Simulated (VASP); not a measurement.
# H3C2N in VASP: notebook, part 2 of 3

VASP 6.6.1.

## (3) Single point, PBEsol

File INCAR:

```
SYSTEM = H3C2N
ALGO = Normal
EDIFF = 1E-6
ENCUT = 520
GGA = PS
ISIF = 2
ISMEAR = -1
LASPH = .TRUE.
LCHARG = .TRUE.
LELF = .TRUE.
LREAL = Auto
LVHAR = .TRUE.
LWAVE = .FALSE.
NBANDS = 72
NELM = 80
PREC = Accurate
SIGMA = 0.02
```

File KPOINTS:

```
k-points
0
G
  1 1 1
  0 0 0
```

File POSCAR:

```
H3C2N
1.0
    8.7876200000      0.0000000000      0.0000000000
    0.0000000000      8.7876200000      0.0000000000
    0.0000000000      0.0000000000      8.7876200000
C N H
12 6 18
Direct
    1.0528447976      0.3810701874      0.5502399967
    0.9781943234      0.4179971369      0.6908810349
    0.5143485950      0.1022005958      0.4416554198
    0.4464348709      0.1760431152      0.3141464925
    0.6621588098      0.8714987676      0.9975511003
    0.5666949641      0.8918000551      0.8648530546
    0.2390294528      0.6381022393      0.9623993755
    0.1225018833      0.7292987180      1.0294596262
    0.9421891252      0.7459357596      0.4580990075
    0.8874530305      0.8982181751      0.4848980725
    0.5504220710      0.3744244744      0.8800107424
    0.4823831709      0.3615882344      0.7366727282
    0.9000161591      0.4502925707      0.7833406542
    0.3880003915      0.2503635797      0.2190012768
    0.4870374459      0.8923348984      0.7572129883
    0.0639991260      0.8135308536      1.1190401952
    0.8195393064      1.0135622615      0.5151337905
    0.4184637023      0.3492526987      0.6189502960
    0.9520325185      0.3821853926      0.4623663745
    1.1355975793      0.4829407735      0.5210853451
    1.1213730225      0.2715524795      0.5573864141
    0.6273370947      0.0747642706      0.3916646373
    0.5350595497      0.1728681941      0.5399755565
    0.4339855387      0.0134052223      0.4661216575
    0.6875012802      0.7533211495      1.0102963032
    0.7818271614      0.9124541116      0.9751445784
    0.6158664121      0.9273614471      1.0967929883
    0.2299257364      0.5460409075      0.8884544393
    0.3274606776      0.7031141538      0.9019393192
    0.3197680373      0.6007770022      1.0669441783
    1.0491691721      0.7631759225      0.3870217420
    0.9525218432      0.7085991429      0.5768114689
    0.8554307082      0.6806734929      0.4001879917
    0.5596282042      0.2553820033      0.9141155398
    0.6654475273      0.4224807172      0.8538603171
    0.4944569747      0.4332458618      0.9716737865
```

Potentials or basis: VASP PAW PBE potentials, release 64 (C, N, H).

Launch:

```sh
$ cat potpaw_PBE.64/C/POTCAR potpaw_PBE.64/N/POTCAR potpaw_PBE.64/H/POTCAR > POTCAR
$ mpirun -np 1 vasp_gam > vasp.out
```

OUTCAR:

```text
SYSTEM = H3C2N
   EDIFF = 1E-6
   ENCUT = 520
   GGA = PS
   ISIF = 2
   ISMEAR = -1
   LASPH = .TRUE.
   LREAL = Auto
   NELM = 80
   PREC = Accurate

 ion  position               nearest neighbor table
   1  0.053  0.381  0.550-  21 1.14  19 1.18  20 1.18   2 1.44
   2  0.978  0.418  0.691-  13 1.10   1 1.44
   3  0.514  0.102  0.442-  24 1.07  23 1.08  22 1.11   4 1.43
   4  0.446  0.176  0.314-  14 1.18   3 1.43
   5  0.662  0.871  0.998-  25 1.07  27 1.08  26 1.13   6 1.45
   6  0.567  0.892  0.865-  15 1.18   5 1.45
   7  0.239  0.638  0.962-  28 1.04  29 1.10  30 1.21   8 1.43
   8  0.123  0.729  0.029-  16 1.20   7 1.43
   9  0.942  0.746  0.458-  33 1.08  32 1.10  31 1.14  10 1.44
  10  0.887  0.898  0.485-  17 1.21   9 1.44
  11  0.550  0.374  0.880-  36 1.08  34 1.09  35 1.12  12 1.40
  12  0.482  0.362  0.737-  18 1.18  11 1.40
  13  0.900  0.450  0.783-   2 1.10
  14  0.388  0.250  0.219-   4 1.18
  15  0.487  0.892  0.757-   6 1.18
  16  0.064  0.814  0.119-   8 1.20
  17  0.820  0.014  0.515-  10 1.21
[... 17 lines left out ...]
  35  0.665  0.422  0.854-  11 1.12
  36  0.494  0.433  0.972-  11 1.08

  LATTYP: Found a simple cubic cell.
 ALAT       =     8.7876200000

  Lattice vectors:

 A1 = (   8.7876200000,   0.0000000000,   0.0000000000)
 A2 = (   0.0000000000,   8.7876200000,   0.0000000000)
 A3 = (   0.0000000000,   0.0000000000,   8.7876200000)

Analysis of symmetry for initial positions (statically):
=====================================================================
 Subroutine PRICEL returns:
 Original cell was already a primitive cell.

 Routine SETGRP: Setting up the symmetry group for a
 simple cubic supercell.

 Subroutine GETGRP returns: Found  1 space group operations
 (whereof  1 operations were pure point group operations)
 out of a pool of 48 trial point group operations.

[... 179 lines left out ...]
  volume/ion in A,a.u.               =      18.85       127.21
  Fermi-wavevector in a.u.,A,eV,Ry     =   0.853023  1.611979  9.900251  0.727648
  Thomas-Fermi vector in A             =   1.969401
   LORBIT       =      0    0 simple, 1 ext, 2 COOP (PROOUT), +10 PAW based schemes
   GGA     = PS    functional components
   LHFCALC =     F    Hartree Fock is set to
   AEXX    =    0.0000 exact exchange contribution
   IVDW    =     0    specifies the selected vdW correction
   LEPSILON=     F    determine dielectric tensor
   LRPA    =     F    only Hartree local field effects (RPA)
 non-spin polarized calculation
  energy-cutoff  :      520.00
  volume of cell :      678.60
 maximum number of plane-waves:      9139
 NGX is ok and might be reduce to    70
   NGX = 33   NGY = 33   NGZ = 33

 number of electron      96.0000007 magnetization

 Free energy of the ion-electron system (eV)
  ---------------------------------------------------
  ext. energy  EPLUGINS =         0.00000000
  ---------------------------------------------------
  free energy    TOTEN  =      -222.19312016 eV

  energy without entropy =     -222.19312016  energy(sigma->0) =     -222.19312016

 E-fermi :  -4.1306     XC(G=0):  -5.1785

 val. band max:       -4.6894859903   @ k =   0.0000   0.0000   0.0000
 cond. band min:       0.4408503527   @ k =   0.0000   0.0000   0.0000
 fundamental gap:      5.1303363430
 Fermi energy:        -4.1305518915

 k-point     1 :       0.0000    0.0000    0.0000
  band No.  band energies     occupation
      1     -21.0361      2.00000
      2     -20.2722      2.00000
      3     -20.2028      2.00000
      4     -20.1273      2.00000
      5     -19.8641      2.00000
      6     -19.5332      2.00000
[... 52 lines left out ...]
     59       2.1957      0.00000
     60       2.2677      0.00000
 [bands above 60 left out]

------------------------ aborting loop because EDIFF is reached ----------------------------------------

  FORCE on cell =-STRESS in cart. coord.  units (eV):
  Direction    XX          YY          ZZ          XY          YZ          ZX
  --------------------------------------------------------------------------------------
  -------------------------------------------------------------------------------------
  Total       -1.5801735      1.4114034      2.5296362     -0.8802126      1.5966195     -4.3623937
  in kB       -3.7307964      3.3323295      5.9724818     -2.0781857      3.7696255    -10.2996302
  external PRESSURE =       1.8580050 kB  Pullay stress =       0.0000000 kB

 VOLUME and BASIS-vectors are now :
 -----------------------------------------------------------------------------
  energy-cutoff  :      520.00
  volume of cell :      678.60
      direct lattice vectors                 reciprocal lattice vectors
     8.787620000  0.000000000  0.000000000     0.113796455  0.000000000  0.000000000
     0.000000000  8.787620000  0.000000000     0.000000000  0.113796455  0.000000000
     0.000000000  0.000000000  8.787620000     0.000000000  0.000000000  0.113796455

 POSITION                                       TOTAL-FORCE (eV/Angst)
 -----------------------------------------------------------------------------------
      0.46438      3.34870      4.83530         0.504813      1.051708     -1.299629
      8.59600      3.67320      6.07120         5.061747     -2.421539     -6.798769
      4.51990      0.89810      3.88110         0.646886     -0.115158     -1.977212
      3.92310      1.54700      2.76060        -1.280909      2.448788     -0.696329
      5.81880      7.65840      8.76610         1.259199      0.986326     -1.261025
      4.97990      7.83680      7.60000        -0.671917     -0.318119     -0.928807
[... 28 lines left out ...]
      5.84770      3.71260      7.50340        -0.019432     -0.217625      0.635941
      4.34510      3.80720      8.53870        -0.656544      0.495991      0.242627
 -----------------------------------------------------------------------------------
    total drift:                                0.040665     -0.018164      0.004209

  FREE ENERGIE OF THE ION-ELECTRON SYSTEM (eV)
  ---------------------------------------------------
  free  energy   TOTEN  =      -222.1931201564 eV

  energy  without entropy=     -222.1931201564  energy(sigma->0) =     -222.19312016
```

Wall time 2.5 min (1 thread of Intel Xeon Platinum 8488C (Sapphire Rapids), shared host); peak memory 0.69 GiB.

Results:

| Property | Result |
| --- | --- |
| Free energy | -222.1931 eV |
| Pressure | 0.2 GPa |
| Largest force | 9.299 eV/Å |
| Band gap on the k mesh | 5.13 eV |

Forces in eV/Å, atoms in the order of the input:
```
C    0.505  1.052 -1.300
C    5.062 -2.422 -6.799
C    0.647 -0.115 -1.977
C   -1.281  2.449 -0.696
C    1.259  0.986 -1.261
C   -0.672 -0.318 -0.929
C    3.336  0.742  2.641
C   -0.765  1.878  2.366
C    1.078  1.555 -0.003
C   -3.082  3.621  0.700
C    1.784 -0.539 -0.170
C   -2.567  0.516 -2.387
N   -5.433  2.478  7.128
N    0.656 -0.926  0.469
N    0.711  0.153  1.072
N    0.653 -1.880 -2.345
N    2.709 -3.179 -0.790
N    0.786  0.525  1.665
H    1.724 -0.412  0.931
H   -1.089 -1.718  0.270
H   -0.723  0.967 -0.314
H   -0.189 -0.933  0.750
H   -0.179  0.424  0.155
H    0.173 -1.259  0.623
H   -0.308 -1.279  0.513
H   -0.737  0.344  0.105
H   -0.187  0.093  0.574
H   -1.327 -1.864 -0.951
H   -0.324  0.941 -0.241
H   -1.671  0.167 -1.500
H   -0.707 -0.833  0.697
H    0.648 -0.783 -0.051
H   -0.271 -0.377 -0.426
H    0.458 -0.333  0.602
H   -0.019 -0.218  0.636
H   -0.657  0.496  0.243
```

Caveat: the k points lie up to 0.72 Å⁻¹ apart; the PAW data sets were made with another functional, which shifts forces and pressure a little.

(Continued in part 3 of 3.)
